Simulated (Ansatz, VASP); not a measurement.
## CdS: VASP beside Ansatz

```
CELL_PARAMETERS angstrom
4.12330 0.00000 0.00000
-2.06165 3.57088 0.00000
0.00000 0.00000 6.71097
ATOMIC_POSITIONS crystal
Cd 0.33333 0.66667 0.99941
Cd 0.66667 0.33333 0.49941
S 0.33333 0.66667 0.37559
S 0.66667 0.33333 0.87559
```

Alike in both runs: functional PBEsol; k mesh 6 × 6 × 4; no spin polarisation.

Ansatz relaxed the structure, and its values are those at the end. VASP's run is a single point on that final structure, the one shown.

|  | VASP | Ansatz |
| --- | --- | --- |
| version | VASP 6.6.1 | Ansatz 0.2.0 |
| potentials or method | VASP PAW PBE potentials, release 64 (Cd, S), cutoff 520 eV | plane waves, PAW |
| occupations | gaussian, width 0.01 eV | fixed |
| valence electrons in the cell | 36 | 52 |

VASP gave:

```
pressure (GPa)                     : 0.4
rms of the force components (eV/Å) : 0.004
```

Which values does Ansatz return?

Pressure (GPa): 0.0; rms of the force components (eV/Å): 0.005.

VASP's potentials were made for PBE, not for PBEsol. VASP's potentials hold 36 valence electrons a cell and Ansatz's 52, so a difference there can come from the potentials and not from the codes.
